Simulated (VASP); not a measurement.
# ZnS (Cmmm) in VASP: further runs

ZnS is run at these levels: PBE; tasks: single point, relaxation of cell and atoms.

Everything below comes from runs of VASP 6.6.1. Logs are shortened: lines on timing, memory, paths and dates and some standing lists are left out, and cuts for length are marked.

## (1) The cell of the first run

Symmetry: Cmmm, No. 65, orthorhombic system. The conventional cell has a = 6.850 Å, b = 7.162 Å, c = 4.173 Å, α = 90.00°, β = 90.00°, γ = 90.00°. Zn (site symmetry mmm) has 2 S at 2.09 Å within 2.8 Å. Within 2.8 Å of S (site symmetry mmm) lie 2 Zn at 2.09 Å.

## (2) Single point, PBE

INCAR reads:

```
ALGO = Normal
EDIFF = 1E-6
ENCUT = 520
GGA = PE
ISIF = 2
ISMEAR = 0
LASPH = T
LCHARG = F
LREAL = F
LWAVE = F
NBANDS = 16
NELM = 100
PREC = Accurate
SIGMA = 0.1
```

KPOINTS reads:

```
k-points
0
Gamma
  6 6 4
```

POSCAR reads:

```
ZnS
1.0
    3.4250058194     -3.5808570623      0.0000000000
    3.4250058194      3.5808570623      0.0000000000
    0.0000000000      0.0000000000      4.1728718728
Zn S
1 1
Direct
    0.5000000000      0.5000000000      0.5000000000
    0.5000000000      0.5000000000      0.0000000000
```

Potentials or basis: VASP PAW PBE potentials, release 64 (Zn, S).

Launch:

```console
> cat potpaw_PBE.64/Zn/POTCAR potpaw_PBE.64/S/POTCAR > POTCAR
> mpirun -np 1 vasp_std > vasp.out
```

OUTCAR:

```text
EDIFF = 1E-6
   ENCUT = 520
   GGA = PE
   ISIF = 2
   ISMEAR = 0
   LASPH = T
   LREAL = F
   NELM = 100
   PREC = Accurate

 ion  position               nearest neighbor table
   1  0.500  0.500  0.500-   2 2.09   2 2.09
   2  0.500  0.500  0.000-   1 2.09   1 2.09

  LATTYP: Found a base centered orthorhombic cell.
 ALAT       =     6.8500116388
 B/A-ratio  =     1.0455039352
 C/A-ratio  =     0.6091773405

  Lattice vectors:

 A1 = (   3.4250058194,  -3.5808570623,   0.0000000000)
 A2 = (   3.4250058194,   3.5808570623,   0.0000000000)
 A3 = (   0.0000000000,   0.0000000000,   4.1728718728)

Analysis of symmetry for initial positions (statically):
=====================================================================
 Subroutine PRICEL returns:
 Original cell was already a primitive cell.

 Routine SETGRP: Setting up the symmetry group for a
 base centered orthorhombic supercell.

 Subroutine GETGRP returns: Found  8 space group operations
 (whereof  8 operations were pure point group operations)
 out of a pool of  8 trial point group operations.

The static configuration has the point symmetry D_2h.

Analysis of symmetry for dynamics (positions and initial velocities):
=====================================================================
 Subroutine PRICEL returns:
 Original cell was already a primitive cell.

 Routine SETGRP: Setting up the symmetry group for a
 base centered orthorhombic supercell.

 Subroutine GETGRP returns: Found  8 space group operations
 (whereof  8 operations were pure point group operations)
 out of a pool of  8 trial point group operations.

The dynamic configuration has the point symmetry D_2h.

 Subroutine INISYM returns: Found  8 space group operations
 (whereof  8 operations are pure point group operations),
 and found     1 'primitive' translations

----------------------------------------------------------------------------------------

                                     Primitive cell

  volume of cell :     102.3560

  direct lattice vectors                    reciprocal lattice vectors
     3.425005819 -3.580857062  0.000000000     0.145985153 -0.139631376  0.000000000
     3.425005819  3.580857062  0.000000000     0.145985153  0.139631376  0.000000000
[... 76 lines left out ...]
   PREC   = accura    normal or accurate (medium, high low for compatibility)
   ISTART =      0    job   : 0-new  1-cont  2-samecut
   ICHARG =      2    charge: 1-file 2-atom 10-const
   ISPIN  =      1    spin polarized calculation?
   LNONCOLLINEAR =      F non collinear calculations
   LSORBIT =      F    spin-orbit coupling
   LASPH  =      T    aspherical Exc in radial PAW
   ENCUT  =  520.0 eV  38.22 Ry    6.18 a.u.   9.21  9.21  7.76*2*pi/ulx,y,z
   NELM   =    100;   NELMIN=  2; NELMDL= -5     # of ELM steps
   EDIFF  = 0.1E-05   stopping-criterion for ELM
   LREAL  =      F    real-space projection
   EDIFFG = 0.1E-04   stopping-criterion for IOM
   NSW    =      0    number of steps for IOM
   IBRION =     -1    ionic relax: 0-MD 1-quasi-New 2-CG
   NFREE  =      0    steps in history (QN), initial steepest desc. (CG)
   ISIF   =      2    stress and relaxation
   ISYM   =      2    0-nonsym 1-usesym 2-fastsym
   POTIM  = 0.5000    time-step for ionic-motion
   TEBEG  =    0.0;   TEEND  =   0.0 temperature during run
   PSTRESS=    0.0 pullay stress
   NELECT =      18.0000    total number of electrons
   NUPDOWN=      -1.0000    fix difference up-down
   EMIN   =  10.00;   EMAX   =-10.00  energy-range for DOS
   EFERMI =   0.00;   METHOD = LEGACY
   ISMEAR =     0;   SIGMA  =   0.10  broadening in eV -4-tet -1-fermi 0-gaus
   EFERMI_NEDOS =   21; number of points for ismear=-14 and -15
   IALGO  =     38    algorithm
   IMIX   =      4    mixing-type and parameters
     AMIX     =   0.40;   BMIX     =  1.00
     AMIX_MAG =   1.60;   BMIX_MAG =  1.00
  volume/ion in A,a.u.               =      51.18       345.37
  Fermi-wavevector in a.u.,A,eV,Ry     =   0.917194  1.733245 11.445831  0.841245
  Thomas-Fermi vector in A             =   2.042135
   LORBIT       =      0    0 simple, 1 ext, 2 COOP (PROOUT), +10 PAW based schemes
   GGA     = PE    functional components
   LHFCALC =     F    Hartree Fock is set to
   AEXX    =    0.0000 exact exchange contribution
   IVDW    =     0    specifies the selected vdW correction
   LEPSILON=     F    determine dielectric tensor
   LRPA    =     F    only Hartree local field effects (RPA)
 non-spin polarized calculation
 Gauss-broadening in eV      SIGMA  =   0.10
  energy-cutoff  :      520.00
  volume of cell :      102.36
 maximum number of plane-waves:      2778
 NGX is ok and might be reduce to    40
   NGX = 19   NGY = 19   NGZ = 15

 number of electron      18.0000014 magnetization

 Free energy of the ion-electron system (eV)
  ---------------------------------------------------
  ext. energy  EPLUGINS =         0.00000000
  ---------------------------------------------------
  free energy    TOTEN  =        -5.01616730 eV

  energy without entropy =       -5.01616730  energy(sigma->0) =       -5.01616730

 E-fermi :  -2.3306     XC(G=0):  -5.3972

 val. band max:       -2.7880182531   @ k =   0.5000   0.0000   0.5000
 cond. band min:      -1.6614433411   @ k =   0.0000   0.0000   0.0000
 fundamental gap:      1.1265749121
 Fermi energy:        -2.3306407495

 k-point     1 :       0.0000    0.0000    0.0000
  band No.  band energies     occupation
      1     -15.0183      2.00000
      2      -9.6035      2.00000
      3      -9.6035      2.00000
      4      -9.4895      2.00000
      5      -9.4810      2.00000
      6      -9.1183      2.00000
[... 433 lines left out ...]
      3      -9.6717      2.00000
      4      -9.6701      2.00000
      5      -9.4832      2.00000
      6      -9.4779      2.00000
[... 8 lines left out ...]
     15       6.9359      0.00000
     16       7.9887      0.00000

 [... further k-points ...]
[... 5 lines left out ...]
  --------------------------------------------------------------------------------------
  -------------------------------------------------------------------------------------
  Total        0.0735684      0.0789326      0.1426015      0.0000000      0.0000000      0.0000000
  in kB        1.1515648      1.2355305      2.2321393      0.0000000      0.0000000      0.0000000
  external PRESSURE =       1.5397449 kB  Pullay stress =       0.0000000 kB

 VOLUME and BASIS-vectors are now :
 -----------------------------------------------------------------------------
  energy-cutoff  :      520.00
  volume of cell :      102.36
      direct lattice vectors                 reciprocal lattice vectors
     3.425005819 -3.580857062  0.000000000     0.145985153 -0.139631376  0.000000000
     3.425005819  3.580857062  0.000000000     0.145985153  0.139631376  0.000000000
     0.000000000  0.000000000  4.172871873     0.000000000  0.000000000  0.239643112

 POSITION                                       TOTAL-FORCE (eV/Angst)
 -----------------------------------------------------------------------------------
      3.42501      0.00000      2.08644        -0.000000     -0.000000      0.000000
      3.42501      0.00000      0.00000         0.000000      0.000000      0.000000
 -----------------------------------------------------------------------------------
    total drift:                               -0.000000      0.000000     -0.000000

  FREE ENERGIE OF THE ION-ELECTRON SYSTEM (eV)
  ---------------------------------------------------
  free  energy   TOTEN  =        -5.0161673031 eV

  energy  without entropy=       -5.0161673031  energy(sigma->0) =       -5.01616730
```

OSZICAR:

```text
N       E                     dE             d eps       ncg     rms          rms(c)
DAV:   1     0.958705429194E+02    0.95871E+02   -0.77703E+03  1248   0.100E+03
DAV:   2     0.250560045709E+01   -0.93365E+02   -0.88246E+02  1464   0.223E+02
DAV:   3    -0.600676857117E+01   -0.85124E+01   -0.84725E+01  1432   0.671E+01
DAV:   4    -0.614208254949E+01   -0.13531E+00   -0.13526E+00  1696   0.888E+00
DAV:   5    -0.614481142567E+01   -0.27289E-02   -0.27288E-02  1560   0.112E+00    0.718E+00
DAV:   6    -0.509369451448E+01    0.10511E+01   -0.22641E+00  1720   0.328E+01    0.533E+00
DAV:   7    -0.502330915028E+01    0.70385E-01   -0.56329E-01  1456   0.526E+00    0.288E+00
DAV:   8    -0.501460817447E+01    0.87010E-02   -0.18356E-02  1640   0.102E+00    0.772E-01
DAV:   9    -0.501486640190E+01   -0.25823E-03   -0.29141E-03  1504   0.562E-01    0.264E-01
DAV:  10    -0.501611412168E+01   -0.12477E-02   -0.10545E-03  1368   0.207E-01    0.186E-01
DAV:  11    -0.501615616860E+01   -0.42047E-04   -0.15947E-04  1600   0.953E-02    0.243E-02
DAV:  12    -0.501616679450E+01   -0.10626E-04   -0.24394E-05  1400   0.765E-02    0.150E-02
DAV:  13    -0.501616730312E+01   -0.50862E-06   -0.45225E-06  1592   0.349E-02
   1 F= -.50161673E+01 E0= -.50161673E+01  d E =-.146458E-11
```

stdout:

```text
POSCAR found type information on POSCAR ZnS
 POSCAR found :  2 types and       2 ions
 scaLAPACK will be used
 LDA part: xc-table for (Slater+PW92), standard interpolation
 POSCAR, INCAR and KPOINTS ok, starting setup
 FFT: planning ... GRIDC
 FFT: planning ... GRID_SOFT
 FFT: planning ... GRID
 WAVECAR not read
 entering main loop
```

It took 39 s on 1 thread of Intel Xeon Platinum 8259CL at 2.50GHz (Skylake/Cascade Lake), shared host; peak memory 0.24 GiB.

Results:

- Free energy: -5.0162 eV
- Pressure: 0.2 GPa
- Band gap on the k mesh: 1.13 eV, indirect (least direct gap 2.14 eV)

Stress tensor (GPa, compression positive):
```
0.12 0.00 0.00
0.00 0.12 0.00
0.00 0.00 0.22
```

Levels at points of the mesh, in eV from the valence-band top:
```tsv
k point	band 7	band 8	band 9	band 10	band 11	band 12
(0.00, 0.00, 0.00)	-3.04	-1.03	-1.01	1.13	5.18	7.06
(0.50, 0.00, 0.00)	-3.02	-1.49	-0.98	1.47	5.33	6.55
(0.50, 0.50, 0.00)	-3.00	-1.42	-1.39	1.74	5.69	6.05
(0.00, 0.00, 0.50)	-4.29	-0.04	-0.02	4.53	4.57	5.70
(0.50, 0.00, 0.50)	-4.20	-0.36	0.00	3.13	4.72	6.80
(0.50, 0.50, 0.50)	-4.12	-0.31	-0.29	3.40	3.48	7.67
```

A k mesh can miss the band edges.

(Continued in part 2 of 3.)
